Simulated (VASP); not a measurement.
# HgS (F-43m) in VASP: relaxation of cell and atoms with PBE

Aim: the relaxation of cell and atoms of HgS with PBE.

All numbers are computed with VASP 6.6.1; they aren't measurements. Logs are shortened: lines on timing, memory, paths and dates and some standing lists are left out, and cuts for length are marked.

### 1 The cell of the first run

It takes space group F-43m (No. 216, cubic). Conventional cell: a = 5.858 Å, b = 5.858 Å, c = 5.858 Å, α = 90.00°, β = 90.00°, γ = 90.00°. Hg (site symmetry -43m) has 4 S at 2.54 Å within 3.3 Å. Within 3.3 Å of S (site symmetry -43m) lie 4 Hg at 2.54 Å.

### 2 Relaxation of cell and atoms, PBE

The input, INCAR:

```
SYSTEM = HgS
  PREC = Accurate
  ENCUT = 550
  EDIFF = 1E-7
  ISMEAR = 0
  SIGMA = 0.1
  LREAL = .FALSE.
  LASPH = .TRUE.
  NELM = 120
  ALGO = Normal
  ISIF = 3
  LWAVE = .FALSE.
  LCHARG = .FALSE.
  GGA = PE
  IBRION = 2
  NSW = 100
  EDIFFG = -0.005
  GGA_COMPAT = .FALSE.
  NELMIN = 4
```

The input, KPOINTS:

```
regular mesh
0
G
  12 12 12
  0 0 0
```

The input, POSCAR:

```
HgS
1.0
    0.0000000000      2.9289995691      2.9289995691
    2.9289995691      0.0000000000      2.9289995691
    2.9289995691      2.9289995691      0.0000000000
Hg S
1 1
Direct
    0.0000000000      0.0000000000      0.0000000000
    0.7500000000      0.7500000000      0.7500000000
```

Potentials or basis: VASP PAW PBE potentials, release 64 (Hg_sv_GW, S).

The run is started by

```
$ cat potpaw_PBE.64/Hg_sv_GW/POTCAR potpaw_PBE.64/S/POTCAR > POTCAR
$ mpirun -np 1 vasp_std > vasp.out
```

OUTCAR:

```text
SYSTEM = HgS
   PREC = Accurate
   ENCUT = 550
   EDIFF = 1E-7
   ISMEAR = 0
   LREAL = .FALSE.
   LASPH = .TRUE.
   NELM = 120
   ISIF = 3
   GGA = PE
   IBRION = 2
   NSW = 100
   EDIFFG = -0.005
   NELMIN = 4

 ion  position               nearest neighbor table
   1  0.000  0.000  0.000-   2 2.54   2 2.54   2 2.54   2 2.54
   2  0.750  0.750  0.750-   1 2.54   1 2.54   1 2.54   1 2.54

  LATTYP: Found a face centered cubic cell.
 ALAT       =     5.8579991382

  Lattice vectors:

 A1 = (   0.0000000000,   2.9289995691,   2.9289995691)
 A2 = (   2.9289995691,   0.0000000000,   2.9289995691)
 A3 = (   2.9289995691,   2.9289995691,   0.0000000000)

Analysis of symmetry for initial positions (statically):
=====================================================================
 Subroutine PRICEL returns:
 Original cell was already a primitive cell.

 Routine SETGRP: Setting up the symmetry group for a
 face centered cubic supercell.

 Subroutine GETGRP returns: Found 24 space group operations
 (whereof 24 operations were pure point group operations)
 out of a pool of 48 trial point group operations.

The static configuration has the point symmetry T_d .

Analysis of symmetry for dynamics (positions and initial velocities):
=====================================================================
 Subroutine PRICEL returns:
 Original cell was already a primitive cell.

 Routine SETGRP: Setting up the symmetry group for a
 face centered cubic supercell.

 Subroutine GETGRP returns: Found 24 space group operations
 (whereof 24 operations were pure point group operations)
 out of a pool of 48 trial point group operations.

The dynamic configuration has the point symmetry T_d .

 Subroutine INISYM returns: Found 24 space group operations
 (whereof 24 operations are pure point group operations),
 and found     1 'primitive' translations

----------------------------------------------------------------------------------------

                                     Primitive cell

  volume of cell :      50.2560

  direct lattice vectors                    reciprocal lattice vectors
     0.000000000  2.928999569  2.928999569    -0.170706751  0.170706751  0.170706751
     2.928999569  0.000000000  2.928999569     0.170706751 -0.170706751  0.170706751
     2.928999569  2.928999569  0.000000000     0.170706751  0.170706751 -0.170706751

  length of vectors
     4.142230915  4.142230915  4.142230915     0.295672766  0.295672766  0.295672766

  position of ions in fractional coordinates (direct lattice)
     0.000000000  0.000000000  0.000000000
     0.750000000  0.750000000  0.750000000

  ion indices of the primitive-cell ions
   primitive index   ion index
                 1           1
                 2           2

----------------------------------------------------------------------------------------

 KPOINTS: regular mesh

Automatic generation of k-mesh.
 Grid dimensions read from file:
 generate k-points for:   12   12   12

 Generating k-lattice:

  Cartesian coordinates                     Fractional coordinates (reciprocal lattice)
    -0.014225563  0.014225563  0.014225563     0.083333333  0.000000000  0.000000000
     0.014225563 -0.014225563  0.014225563     0.000000000  0.083333333  0.000000000
     0.014225563  0.014225563 -0.014225563     0.000000000  0.000000000  0.083333333

  Length of vectors
     0.024639397  0.024639397  0.024639397

  Shift w.r.t. Gamma in fractional coordinates (k-lattice)
     0.000000000  0.000000000  0.000000000

 Subroutine IBZKPT returns following result:
 ===========================================

 Found     72 irreducible k-points:

 Following reciprocal coordinates:
            Coordinates               Weight
  0.000000  0.000000  0.000000      1.000000
  0.083333  0.000000  0.000000      8.000000
  0.166667  0.000000  0.000000      8.000000
  0.250000  0.000000  0.000000      8.000000
  0.333333  0.000000  0.000000      8.000000
  0.416667  0.000000  0.000000      8.000000
[... 16 lines left out ...]
  0.500000  0.166667  0.000000     24.000000
 -0.416667  0.166667  0.000000     24.000000
 [... further k-points ...]
   k-points           NKPTS =     72   k-points in BZ     NKDIM =     72   number of bands    NBANDS=     17
   number of dos      NEDOS =    301   number of ions     NIONS =      2
   total plane-waves  NPLWV =  32768
   dimension x,y,z NGX =    32 NGY =   32 NGZ =   32
   dimension x,y,z NGXF=    64 NGYF=   64 NGZF=   64
   ions per type =               1   1
   NGX,Y,Z   is equivalent  to a cutoff of  12.84, 12.84, 12.84 a.u.
   NGXF,Y,Z  is equivalent  to a cutoff of  25.69, 25.69, 25.69 a.u.
 SYSTEM =  HgS
   PREC   = accura    normal or accurate (medium, high low for compatibility)
   ISTART =      0    job   : 0-new  1-cont  2-samecut
   ICHARG =      2    charge: 1-file 2-atom 10-const
   ISPIN  =      1    spin polarized calculation?
   LNONCOLLINEAR =      F non collinear calculations
   LSORBIT =      F    spin-orbit coupling
   LASPH  =      T    aspherical Exc in radial PAW
   ENCUT  =  550.0 eV  40.42 Ry    6.36 a.u.   7.92  7.92  7.92*2*pi/ulx,y,z
   NELM   =    120;   NELMIN=  4; NELMDL= -5     # of ELM steps
   EDIFF  = 0.1E-06   stopping-criterion for ELM
   LREAL  =      F    real-space projection
   EDIFFG = -.5E-02   stopping-criterion for IOM
   NSW    =    100    number of steps for IOM
   IBRION =      2    ionic relax: 0-MD 1-quasi-New 2-CG
   NFREE  =      1    steps in history (QN), initial steepest desc. (CG)
   ISIF   =      3    stress and relaxation
   ISYM   =      2    0-nonsym 1-usesym 2-fastsym
   POTIM  = 0.5000    time-step for ionic-motion
   TEBEG  =    0.0;   TEEND  =   0.0 temperature during run
   PSTRESS=    0.0 pullay stress
   NELECT =      26.0000    total number of electrons
   NUPDOWN=      -1.0000    fix difference up-down
   EMIN   =  10.00;   EMAX   =-10.00  energy-range for DOS
   EFERMI =   0.00;   METHOD = LEGACY
   ISMEAR =     0;   SIGMA  =   0.10  broadening in eV -4-tet -1-fermi 0-gaus
   EFERMI_NEDOS =   21; number of points for ismear=-14 and -15
   IALGO  =     38    algorithm
   IMIX   =      4    mixing-type and parameters
     AMIX     =   0.40;   BMIX     =  1.00
     AMIX_MAG =   1.60;   BMIX_MAG =  1.00
  volume/ion in A,a.u.               =      25.13       169.57
  Fermi-wavevector in a.u.,A,eV,Ry     =   1.314226  2.483527 23.499838  1.727189
  Thomas-Fermi vector in A             =   2.444493
   LORBIT       =      0    0 simple, 1 ext, 2 COOP (PROOUT), +10 PAW based schemes
   GGA     = PE    functional components
   LHFCALC =     F    Hartree Fock is set to
   AEXX    =    0.0000 exact exchange contribution
   IVDW    =     0    specifies the selected vdW correction
   LEPSILON=     F    determine dielectric tensor
   LRPA    =     F    only Hartree local field effects (RPA)
 conjugate gradient relaxation of ions
 non-spin polarized calculation
 Gauss-broadening in eV      SIGMA  =   0.10
  energy-cutoff  :      550.00
  volume of cell :       50.26
 maximum number of plane-waves:      1488
   NGX = 15   NGY = 15   NGZ = 15

--------------------------------------- Ionic step        1  -------------------------------------------

 number of electron      25.9999999 magnetization

 Free energy of the ion-electron system (eV)
  ---------------------------------------------------
  ext. energy  EPLUGINS =         0.00000000
  ---------------------------------------------------
  free energy    TOTEN  =        -4.54722260 eV

  energy without entropy =       -4.54706150  energy(sigma->0) =       -4.54714205

------------------------ aborting loop because EDIFF is reached ----------------------------------------

  FORCE on cell =-STRESS in cart. coord.  units (eV):
  Direction    XX          YY          ZZ          XY          YZ          ZX
  --------------------------------------------------------------------------------------
  -------------------------------------------------------------------------------------
  Total        1.2019952      1.2019952      1.2019952     -0.0000000      0.0000000     -0.0000000
  in kB       38.3199923     38.3199923     38.3199923     -0.0000000      0.0000000     -0.0000000
  external PRESSURE =      38.3199923 kB  Pullay stress =       0.0000000 kB
[... 57 lines left out ...]
  energy  without entropy=       -4.5771800460  energy(sigma->0) =       -4.57726434

--------------------------------------- Ionic step        3  -------------------------------------------

 number of electron      25.9999994 magnetization

 Free energy of the ion-electron system (eV)
  ---------------------------------------------------
  ext. energy  EPLUGINS =         0.00000000
  ---------------------------------------------------
  free energy    TOTEN  =        -4.58285693 eV

  energy without entropy =       -4.58269039  energy(sigma->0) =       -4.58277366

 E-fermi :   3.0075     XC(G=0):  -9.1918

 val. band max:        2.9329432127   @ k =   0.0000   0.0000   0.0000
 cond. band min:       3.3933742839   @ k =   0.0833   0.0000   0.0000
 fundamental gap:      0.4604310712
 Fermi energy:         3.0075153842

 k-point     1 :       0.0000    0.0000    0.0000
  band No.  band energies     occupation
      1    -111.1902      2.00000
      2     -59.5574      2.00000
      3     -59.5574      2.00000
      4     -59.5574      2.00000
      5      -9.8780      2.00000
      6      -3.7752      2.00000
[... 9 lines left out ...]
     16       9.0584      0.00000
     17       9.0584      0.00000
[... 443 lines left out ...]
      1    -111.1901      2.00000
      2     -59.5581      2.00000
      3     -59.5576      2.00000
      4     -59.5575      2.00000
      5      -9.3597      2.00000
      6      -3.5671      2.00000
[... 9 lines left out ...]
     16       9.8967      0.00000
     17      10.1846      0.00000

 [... further k-points ...]

------------------------ aborting loop because EDIFF is reached ----------------------------------------

  FORCE on cell =-STRESS in cart. coord.  units (eV):
  Direction    XX          YY          ZZ          XY          YZ          ZX
  --------------------------------------------------------------------------------------
  -------------------------------------------------------------------------------------
  Total        0.0094512      0.0094512      0.0094512     -0.0000000     -0.0000000      0.0000000
  in kB        0.2835531      0.2835531      0.2835531     -0.0000000     -0.0000000      0.0000000
  external PRESSURE =       0.2835531 kB  Pullay stress =       0.0000000 kB
[... 17 lines left out ...]
  FREE ENERGIE OF THE ION-ELECTRON SYSTEM (eV)
  ---------------------------------------------------
  free  energy   TOTEN  =        -4.5828569264 eV

  energy  without entropy=       -4.5826903898  energy(sigma->0) =       -4.58277366

 reached required accuracy - stopping structural energy minimisation
```

Wall time 2.2 min (1 thread of Intel Xeon Platinum 8259CL at 2.50GHz (Skylake/Cascade Lake), shared host); peak memory 0.25 GiB.

What came out:

- Free energy: -4.5829 eV
- Relaxed volume: 26.70 Å³/atom
- Relaxed cell: a = 4.227 Å, b = 4.227 Å, c = 4.227 Å, α = 60.00°, β = 60.00°, γ = 60.00°
- Space group after relaxing (to 0.1 Å): F-43m (No. 216)
- Energy gained by relaxing: 17.8 meV/atom
- Ionic steps: 3
- Pressure after relaxing: 0.0 GPa
- Band gap on the k mesh: zero (filled and empty bands touch)

Step by step:
```
step  energy change (eV)  largest force (eV/Å)  pressure (GPa)  volume (Å³)
   1              0.0000                0.0000            3.83        50.26
   2             -0.0301                0.0000           -1.31        54.76
   3             -0.0356                0.0000            0.03        53.40
```

Final structure:
```
Hg S
1.0
     0.00000    2.98890    2.98890
     2.98890    0.00000    2.98890
     2.98890    2.98890    0.00000
Hg S
1 1
Direct
  0.00000 0.00000 0.00000
  0.75000 0.75000 0.75000
```

Levels at points of the mesh, in eV from the Fermi level:
```
           k point  band 11  band 12  band 13  band 14  band 15  band 16
(0.00, 0.00, 0.00)    -0.61    -0.07    -0.07    -0.07     6.05     6.05
(0.50, 0.00, 0.00)    -5.14    -0.93    -0.93     1.50     6.72     6.74
(0.50, 0.50, 0.00)    -4.65    -2.14    -2.14     3.06     3.50     8.35
```

Caveat: semilocal functionals underestimate gaps, and a narrow one can read as zero; spin-orbit coupling is left out, which moves the levels of the heavy elements.

The gap in the log of VASP goes by the Fermi energy; the results here count the filled bands.